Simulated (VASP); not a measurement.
Here is a VASP 6.6.1 calculation.

The input INCAR:

```
ALGO = Normal
EDIFF = 1E-6
ENCUT = 520
GGA = CA
ISIF = 2
ISMEAR = 0
LASPH = T
LCHARG = F
LREAL = F
LWAVE = F
NBANDS = 16
NELM = 100
PREC = Accurate
SIGMA = 0.05
```

KPOINTS

```
k-points
0
Gamma
  8 8 8
```

Contents of POSCAR:

```
AgCl
1.0
    0.0000000000      2.8286130000      2.7731500000
    2.7731500000      0.0000000000      2.7731500000
    2.7731500000      2.8286130000      0.0000000000
Ag Cl
1 1
Direct
    0.5000000000      0.5000000000      0.5000000000
    0.0000000000      0.0000000000      0.0000000000
```

Potentials or basis: VASP PAW LDA potentials, release 64 (Ag, Cl).

Launch:

```console
$ cat potpaw_LDA.64/Ag/POTCAR potpaw_LDA.64/Cl/POTCAR > POTCAR
$ mpirun -np 1 vasp_std > vasp.out
```

(1) Predict the band gap on the k mesh.

(2) What does it give for the pressure?

Results:

(1) 0.59 eV (least direct gap 2.83 eV).

(2) -6.3 GPa.

Caveat: the cell differs from its parent crystal (strain +0.0200 x Voigt [0, 1, 0, 0, 0, 0]); the cell stands under tension; semilocal functionals underestimate gaps, and a narrow one can read as zero.
